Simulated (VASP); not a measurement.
# MgO2 (R-3m) in VASP: further runs

The runs below take MgO2 through single point, with PBEsol.

Program: VASP 6.6.1. These are calculated values, not measurements. Logs are shortened: lines on timing, memory, paths and dates and some standing lists are left out, and cuts for length are marked.

**1. The cell of the first run**

It takes space group R-3m (No. 166, trigonal). The conventional cell has a = 3.210 Å, b = 3.210 Å, c = 10.482 Å, α = 90.00°, β = 90.00°, γ = 120.00°. Within 2.8 Å of Mg (site symmetry -3m) lie 6 O at 2.11 Å. Within 2.0 Å of O (site symmetry 3m) lie 1 O at 1.49 Å.

**2. Single point, PBEsol**

INCAR

```
SYSTEM = MgO2
PREC = Accurate
ENCUT = 520
EDIFF = 1E-6
ISMEAR = 0
SIGMA = 0.05
LREAL = .False.
LASPH = .True.
NELM = 60
ALGO = Normal
ISIF = 2
LWAVE = .False.
LCHARG = .True.
GGA = PS
LELF = .True.
LVHAR = .True.
NBANDS = 40
```

KPOINTS

```
regular mesh
0
Gamma
  6 6 6
  0 0 0
```

POSCAR

```
MgO2
1.0
   -3.2095220320     -1.8530184092      3.4939788749
    3.2095220320     -1.8530184092      3.4939788749
    0.0000000000      3.7060368183      3.4939788749
Mg O
4 8
Direct
    0.0000000000      0.0000000000      0.0000000000
    0.5000000000      0.5000000000      0.0000000000
    0.5000000000      0.0000000000      0.5000000000
    0.0000000000      0.5000000000      0.5000000000
    0.4287860000      0.4287860000      0.4287860000
    0.9287860000      0.9287860000      0.4287860000
    0.9287860000      0.4287860000      0.9287860000
    0.4287860000      0.9287860000      0.9287860000
    0.5712140000      0.5712140000      0.5712140000
    0.0712140000      0.0712140000      0.5712140000
    0.0712140000      0.5712140000      0.0712140000
    0.5712140000      0.0712140000      0.0712140000
```

Potentials or basis: VASP PAW PBE potentials, release 64 (Mg, O).

Run with:

```sh
> cat potpaw_PBE.64/Mg/POTCAR potpaw_PBE.64/O/POTCAR > POTCAR
> mpirun -np 1 vasp_std > vasp.out
```

OUTCAR:

```text
SYSTEM = MgO2
   PREC = Accurate
   ENCUT = 520
   EDIFF = 1E-6
   ISMEAR = 0
   LREAL = .False.
   LASPH = .True.
   NELM = 60
   ISIF = 2
   GGA = PS

 ion  position               nearest neighbor table
   1  0.000  0.000  0.000-   7 2.11   8 2.11  11 2.11  12 2.11   6 2.11  10 2.11   2 3.21   2 3.21
                             3 3.21   4 3.21   4 3.21   3 3.21
   2  0.500  0.500  0.000-   7 2.11   8 2.11  11 2.11  12 2.11   5 2.11   9 2.11   1 3.21   1 3.21
                             3 3.21   3 3.21   4 3.21   4 3.21
   3  0.500  0.000  0.500-   5 2.11   6 2.11   9 2.11  10 2.11   8 2.11  12 2.11   4 3.21   4 3.21
                             2 3.21   1 3.21   1 3.21   2 3.21
   4  0.000  0.500  0.500-   5 2.11   6 2.11   9 2.11  10 2.11   7 2.11  11 2.11   3 3.21   3 3.21
                             1 3.21   1 3.21   2 3.21   2 3.21
   5  0.429  0.429  0.429-   9 1.49   4 2.11   3 2.11   2 2.11
   6  0.929  0.929  0.429-  10 1.49   4 2.11   3 2.11   1 2.11
   7  0.929  0.429  0.929-  11 1.49   2 2.11   1 2.11   4 2.11
   8  0.429  0.929  0.929-  12 1.49   2 2.11   1 2.11   3 2.11
   9  0.571  0.571  0.571-   5 1.49   4 2.11   3 2.11   2 2.11
  10  0.071  0.071  0.571-   6 1.49   4 2.11   3 2.11   1 2.11
  11  0.071  0.571  0.071-   7 1.49   2 2.11   1 2.11   4 2.11
  12  0.571  0.071  0.071-   8 1.49   2 2.11   1 2.11   3 2.11

  LATTYP: Found a trigonal (rhomboedric) cell.
 ALAT       =     5.0933876033
 COS(alpha) =     0.2058596474

  Lattice vectors:

 A1 = (  -3.2095220320,  -1.8530184092,   3.4939788749)
 A2 = (   3.2095220320,  -1.8530184092,   3.4939788749)
 A3 = (   0.0000000000,   3.7060368183,   3.4939788749)

Analysis of symmetry for initial positions (statically):
=====================================================================
 Subroutine PRICEL returns following result:

  LATTYP: Found a trigonal (rhomboedric) cell.
 ALAT       =     3.9549419216
 COS(alpha) =     0.6707160928

  Lattice vectors:

 A1 = (   0.0000000000,  -1.8530184092,   3.4939788749)
 A2 = (   1.6047610160,   0.9265092045,   3.4939788749)
 A3 = (  -1.6047610160,   0.9265092045,   3.4939788749)

   4 primitive cells build up your supercell.

 Routine SETGRP: Setting up the symmetry group for a
 trigonal (rhombohedral) supercell.

 Subroutine GETGRP returns: Found 12 space group operations
 (whereof 12 operations were pure point group operations)
 out of a pool of 12 trial point group operations.

The static configuration has the point symmetry D_3d.

Analysis of symmetry for dynamics (positions and initial velocities):
=====================================================================
 Subroutine PRICEL returns following result:

  LATTYP: Found a trigonal (rhomboedric) cell.
 ALAT       =     3.9549419216
 COS(alpha) =     0.6707160928

  Lattice vectors:

 A1 = (   0.0000000000,  -1.8530184092,   3.4939788749)
 A2 = (   1.6047610160,   0.9265092045,   3.4939788749)
 A3 = (  -1.6047610160,   0.9265092045,   3.4939788749)

   4 primitive cells build up your supercell.

 Routine SETGRP: Setting up the symmetry group for a
 trigonal (rhombohedral) supercell.

 Subroutine GETGRP returns: Found 12 space group operations
 (whereof 12 operations were pure point group operations)
 out of a pool of 12 trial point group operations.

The dynamic configuration has the point symmetry D_3d.

 Subroutine INISYM returns: Found 12 space group operations
 (whereof 12 operations are pure point group operations),
 and found     4 'primitive' translations

----------------------------------------------------------------------------------------

                                     Primitive cell

  volume of cell :      31.1696

  direct lattice vectors                    reciprocal lattice vectors
     0.000000000 -1.853018409  3.493978875     0.000000000 -0.359773364  0.095402218
     1.604761016  0.926509205  3.493978875     0.311572873  0.179886682  0.095402218
    -1.604761016  0.926509205  3.493978875    -0.311572873  0.179886682  0.095402218

  length of vectors
     3.954941922  3.954941922  3.954941922     0.372207545  0.372207545  0.372207545

  position of ions in fractional coordinates (direct lattice)
     0.000000000  0.000000000  0.000000000
     0.428786000  0.428786000  0.428786000
     0.571214000  0.571214000  0.571214000

  ion indices of the primitive-cell ions
   primitive index   ion index
                 1           1
                 2           8
                 3          12

----------------------------------------------------------------------------------------

 KPOINTS: regular mesh

Automatic generation of k-mesh.
 Grid dimensions read from file:
 generate k-points for:    6    6    6

 Generating k-lattice:

  Cartesian coordinates                     Fractional coordinates (reciprocal lattice)
    -0.025964406 -0.014990557  0.015900370     0.166666667  0.000000000  0.000000000
     0.025964406 -0.014990557  0.015900370     0.000000000  0.166666667  0.000000000
     0.000000000  0.029981114  0.015900370     0.000000000  0.000000000  0.166666667

  Length of vectors
     0.033936543  0.033936543  0.033936543

  Shift w.r.t. Gamma in fractional coordinates (k-lattice)
     0.000000000  0.000000000  0.000000000

 Subroutine IBZKPT returns following result:
 ===========================================

 Found     32 irreducible k-points:

 Following reciprocal coordinates:
            Coordinates               Weight
  0.000000  0.000000  0.000000      1.000000
  0.166667 -0.000000  0.000000      6.000000
  0.333333  0.000000  0.000000      6.000000
  0.500000  0.000000  0.000000      3.000000
  0.166667  0.166667  0.000000      6.000000
  0.333333  0.166667  0.000000     12.000000
[... 16 lines left out ...]
  0.500000  0.500000  0.166667      6.000000
 -0.333333  0.500000  0.166667     12.000000
 [... further k-points ...]
   k-points           NKPTS =     32   k-points in BZ     NKDIM =     32   number of bands    NBANDS=     40
   number of dos      NEDOS =    301   number of ions     NIONS =     12
   total plane-waves  NPLWV =  64000
   dimension x,y,z NGX =    40 NGY =   40 NGZ =   40
   dimension x,y,z NGXF=    80 NGYF=   80 NGZF=   80
   ions per type =               4   8
   NGX,Y,Z   is equivalent  to a cutoff of  13.06, 13.06, 13.06 a.u.
   NGXF,Y,Z  is equivalent  to a cutoff of  26.11, 26.11, 26.11 a.u.
 SYSTEM =  MgO2
   PREC   = accura    normal or accurate (medium, high low for compatibility)
   ISTART =      0    job   : 0-new  1-cont  2-samecut
   ICHARG =      2    charge: 1-file 2-atom 10-const
   ISPIN  =      1    spin polarized calculation?
   LNONCOLLINEAR =      F non collinear calculations
   LSORBIT =      F    spin-orbit coupling
   LASPH  =      T    aspherical Exc in radial PAW
   ENCUT  =  520.0 eV  38.22 Ry    6.18 a.u.   9.47  9.47  9.47*2*pi/ulx,y,z
   NELM   =     60;   NELMIN=  2; NELMDL= -5     # of ELM steps
   EDIFF  = 0.1E-05   stopping-criterion for ELM
   LREAL  =      F    real-space projection
   EDIFFG = 0.1E-04   stopping-criterion for IOM
   NSW    =      0    number of steps for IOM
   IBRION =     -1    ionic relax: 0-MD 1-quasi-New 2-CG
   NFREE  =      0    steps in history (QN), initial steepest desc. (CG)
   ISIF   =      2    stress and relaxation
   ISYM   =      2    0-nonsym 1-usesym 2-fastsym
   POTIM  = 0.5000    time-step for ionic-motion
   TEBEG  =    0.0;   TEEND  =   0.0 temperature during run
   PSTRESS=    0.0 pullay stress
   NELECT =      56.0000    total number of electrons
   NUPDOWN=      -1.0000    fix difference up-down
   EMIN   =  10.00;   EMAX   =-10.00  energy-range for DOS
   EFERMI =   0.00;   METHOD = LEGACY
   ISMEAR =     0;   SIGMA  =   0.05  broadening in eV -4-tet -1-fermi 0-gaus
   EFERMI_NEDOS =   21; number of points for ismear=-14 and -15
   IALGO  =     38    algorithm
   IMIX   =      4    mixing-type and parameters
     AMIX     =   0.40;   BMIX     =  1.00
     AMIX_MAG =   1.60;   BMIX_MAG =  1.00
  volume/ion in A,a.u.               =      10.39        70.11
  Fermi-wavevector in a.u.,A,eV,Ry     =   1.253739  2.369222 21.386457  1.571860
  Thomas-Fermi vector in A             =   2.387577
   LORBIT       =      0    0 simple, 1 ext, 2 COOP (PROOUT), +10 PAW based schemes
   GGA     = PS    functional components
   LHFCALC =     F    Hartree Fock is set to
   AEXX    =    0.0000 exact exchange contribution
   IVDW    =     0    specifies the selected vdW correction
   LEPSILON=     F    determine dielectric tensor
   LRPA    =     F    only Hartree local field effects (RPA)
 non-spin polarized calculation
 Gauss-broadening in eV      SIGMA  =   0.05
  energy-cutoff  :      520.00
  volume of cell :      124.68
 maximum number of plane-waves:      3374
 NGX is ok and might be reduce to    40

 number of electron      56.0000015 magnetization

 Free energy of the ion-electron system (eV)
  ---------------------------------------------------
  ext. energy  EPLUGINS =         0.00000000
  ---------------------------------------------------
  free energy    TOTEN  =       -68.82506075 eV

  energy without entropy =      -68.82506075  energy(sigma->0) =      -68.82506075

 E-fermi :   2.8414     XC(G=0): -10.4417

 val. band max:        2.5909446766   @ k =   0.5000   0.5000   0.5000
 cond. band min:       4.7970807285   @ k =   0.5000   0.5000   0.5000
 fundamental gap:      2.2061360519
 Fermi energy:         2.8414311756

 k-point     1 :       0.0000    0.0000    0.0000
  band No.  band energies     occupation
      1     -18.6667      2.00000
      2     -18.0452      2.00000
      3     -18.0452      2.00000
      4     -18.0452      2.00000
      5     -12.6103      2.00000
      6     -12.6103      2.00000
[... 32 lines left out ...]
     39      13.4896      0.00000
[... 988 lines left out ...]
     39      13.2446      0.00000
     40      13.2829      0.00000

 [... further k-points ...]

------------------------ aborting loop because EDIFF is reached ----------------------------------------

  FORCE on cell =-STRESS in cart. coord.  units (eV):
  Direction    XX          YY          ZZ          XY          YZ          ZX
  --------------------------------------------------------------------------------------
  -------------------------------------------------------------------------------------
  Total       -3.4581144     -3.4581144     -4.7719432      0.0000000      0.0000000      0.0000000
  in kB      -44.4383898    -44.4383898    -61.3217059      0.0000000      0.0000000      0.0000000
  external PRESSURE =     -50.0661619 kB  Pullay stress =       0.0000000 kB

 VOLUME and BASIS-vectors are now :
 -----------------------------------------------------------------------------
  energy-cutoff  :      520.00
  volume of cell :      124.68
      direct lattice vectors                 reciprocal lattice vectors
    -3.209522032 -1.853018409  3.493978875    -0.155786436 -0.089943341  0.095402218
     3.209522032 -1.853018409  3.493978875     0.155786436 -0.089943341  0.095402218
     0.000000000  3.706036818  3.493978875     0.000000000  0.179886682  0.095402218

 POSITION                                       TOTAL-FORCE (eV/Angst)
 -----------------------------------------------------------------------------------
      0.00000      0.00000      0.00000        -0.000000      0.000000     -0.000000
      0.00000     -1.85302      3.49398         0.000000      0.000000     -0.000000
     -1.60476      0.92651      3.49398        -0.000000      0.000000     -0.000000
      1.60476      0.92651      3.49398         0.000000      0.000000     -0.000000
      0.00000     -0.00000      4.49451         0.000000     -0.000000      0.122377
      0.00000     -1.85302      7.98849         0.000000     -0.000000      0.122377
     -1.60476      0.92651      7.98849         0.000000     -0.000000      0.122377
      1.60476      0.92651      7.98849         0.000000     -0.000000      0.122377
      0.00000     -0.00000      5.98743         0.000000      0.000000     -0.122377
      0.00000      1.85302      2.49345         0.000000      0.000000     -0.122377
      1.60476     -0.92651      2.49345         0.000000      0.000000     -0.122377
     -1.60476     -0.92651      2.49345         0.000000      0.000000     -0.122377
 -----------------------------------------------------------------------------------
    total drift:                                0.000000      0.000000      0.000000

  FREE ENERGIE OF THE ION-ELECTRON SYSTEM (eV)
  ---------------------------------------------------
  free  energy   TOTEN  =       -68.8250607456 eV

  energy  without entropy=      -68.8250607456  energy(sigma->0) =      -68.82506075
```

Wall time 2 min (1 thread of Intel Xeon Platinum 8488C (Sapphire Rapids), shared host); peak memory 0.3 GiB.

What came out:

| Property | Result |
| --- | --- |
| Free energy | -68.8251 eV |
| Pressure | -5.0 GPa |
| Largest force | 0.122 eV/Å |
| Band gap on the k mesh | 2.21 eV |

Forces in eV/Å, atoms in the order of the input:
```
Mg   0.000  0.000  0.000
Mg   0.000  0.000  0.000
Mg   0.000  0.000  0.000
Mg   0.000  0.000  0.000
O    0.000  0.000  0.122
O    0.000  0.000  0.122
O    0.000  0.000  0.122
O    0.000  0.000  0.122
O    0.000  0.000 -0.122
O    0.000  0.000 -0.122
O    0.000  0.000 -0.122
O    0.000  0.000 -0.122
```

Levels at points of the mesh, in eV from the valence-band top:
```
           k point  band 24  band 25  band 26  band 27  band 28  band 29  band 30  band 31  band 32  band 33
(0.00, 0.00, 0.00)    -0.81    -0.81    -0.13    -0.13    -0.13     3.45     3.45     3.45     4.47     4.78
(0.50, 0.00, 0.00)    -1.56    -0.56    -0.56    -0.42    -0.42     3.60     3.60     4.01     4.01     6.83
(0.50, 0.50, 0.00)    -1.36    -0.83    -0.83    -0.62    -0.62     3.31     3.31     4.31     4.31     7.06
(0.50, 0.50, 0.50)    -1.13    -1.13    -1.13     0.00     0.00     2.21     4.11     4.11     4.11     4.87
```

Caveat: the PAW data sets were made with another functional, which shifts forces and pressure a little. A k mesh can miss the band edges.

**3. Single point, PBEsol**

This run uses another cell than the first one: it holds 9 atoms, not 12.

INCAR

```
  PREC = Accurate
  ENCUT = 520
  EDIFF = 1E-6
  ISMEAR = 0
  SIGMA = 0.05
  LREAL = F
  LASPH = T
  NELM = 80
  ALGO = Normal
  ISIF = 2
  LWAVE = F
  LCHARG = F
  GGA = PS
  NBANDS = 31
```

KPOINTS

```
regular mesh
0
Gamma
  10 10 3
```

POSCAR

```
MgO2
1.0
   -1.6047610160     -2.7795276138      0.0000000000
    1.6047610160     -2.7795276138      0.0000000000
    0.0000000000      0.0000000000     10.4819366247
Mg O
3 6
Direct
    0.0000000000      0.0000000000      0.0000000000
    0.3333333333      0.3333333333      0.3333333333
    0.6666666667      0.6666666667      0.6666666667
    1.0000000000      1.0000000000      0.4287860000
    0.3333333333      0.3333333333      0.7621193333
    0.6666666667      0.6666666667      0.0954526667
    1.0000000000      1.0000000000      0.5712140000
    0.3333333333      0.3333333333      0.9045473333
    0.6666666667      0.6666666667      0.2378806667
```

Potentials or basis: VASP PAW PBE potentials, release 64 (Mg, O).

Run with:

```sh
> cat potpaw_PBE.64/Mg/POTCAR potpaw_PBE.64/O/POTCAR > POTCAR
> mpirun -np 1 vasp_std > vasp.out
```

Run time: 74 s. Hardware: 1 thread of Intel Xeon Platinum 8488C (Sapphire Rapids), shared host; peak memory 0.24 GiB.

The run converged. Its results:

```
Free energy            : -51.6188 eV
Pressure               : -5.0 GPa
Largest force          : 0.122 eV/Å
Band gap on the k mesh : 2.27 eV
```

Forces on the atoms (eV/Å):
```
Mg   0.000  0.000  0.000
Mg   0.000  0.000  0.000
Mg   0.000  0.000  0.000
O    0.000  0.000  0.122
O    0.000  0.000  0.122
O    0.000  0.000  0.122
O    0.000  0.000 -0.122
O    0.000  0.000 -0.122
O    0.000  0.000 -0.122
```

Stress tensor (GPa, compression positive):
```
-4.43  0.00  0.00
 0.00 -4.43  0.00
 0.00  0.00 -6.13
```

Levels at points of the mesh, in eV from the valence-band top:
| k point | band 18 | band 19 | band 20 | band 21 | band 22 | band 23 | band 24 | band 25 |
| --- | --- | --- | --- | --- | --- | --- | --- | --- |
| (0.00, 0.00, 0.00) | -0.18 | -0.18 | -0.18 | -0.18 | 2.65 | 2.65 | 4.48 | 4.78 |
| (0.50, 0.00, 0.00) | -1.63 | -0.94 | -0.94 | -0.12 | 3.45 | 4.06 | 4.06 | 7.70 |

Caveat: the PAW data sets were made with another functional, which shifts forces and pressure a little. A k mesh can miss the band edges.
